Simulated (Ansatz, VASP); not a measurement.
MgS in VASP and in Ansatz

```
Mg S
1.0
     4.22603    0.00000    0.00000
    -2.11301    3.65985    0.00000
     0.00000    0.00000    6.05981
Mg S
2 2
Cartesian
  0.0000 2.4399 -0.1012
  2.1130 1.2199 2.9287
  0.0000 2.4399 2.3736
  2.1130 1.2199 5.4035
```

Change from the starting cell: epitaxial_xy strain +4.9%.

Alike in both runs: task single point; functional r2SCAN; k mesh 12 × 12 × 4; no spin polarisation.

|  | VASP | Ansatz |
| --- | --- | --- |
| version | VASP 6.6.1 | Ansatz 0.2.0 |
| potentials or method | VASP PAW PBE potentials, release 64 (Mg, S) | plane waves, PAW |
| plane-wave cutoff (eV) | 520 | 500 |
| occupations | gaussian, width 0.01 eV | fixed |
| valence electrons in the cell | 16 | 32 |

Ansatz gave:

* gap on the k mesh at the Fermi level (eV): 3.53
* pressure (GPa): -2.5
* traceless stress, the component that is largest in VASP (GPa): 2.52
* rms of the force components (eV/Å): 0.001

Task: Estimate VASP's values.

Result: gap on the k mesh at the Fermi level (eV): 3.52; pressure (GPa): -2.8; traceless stress, the component that is largest in VASP (GPa): 2.57; rms of the force components (eV/Å): 0.005.

VASP's potentials were made for PBE, not for r2SCAN. Atom by atom the forces differ by 0.004 eV/Å (rms over components). VASP's potentials hold 16 valence electrons a cell and Ansatz's 32, so a difference there can come from the potentials and not from the codes.
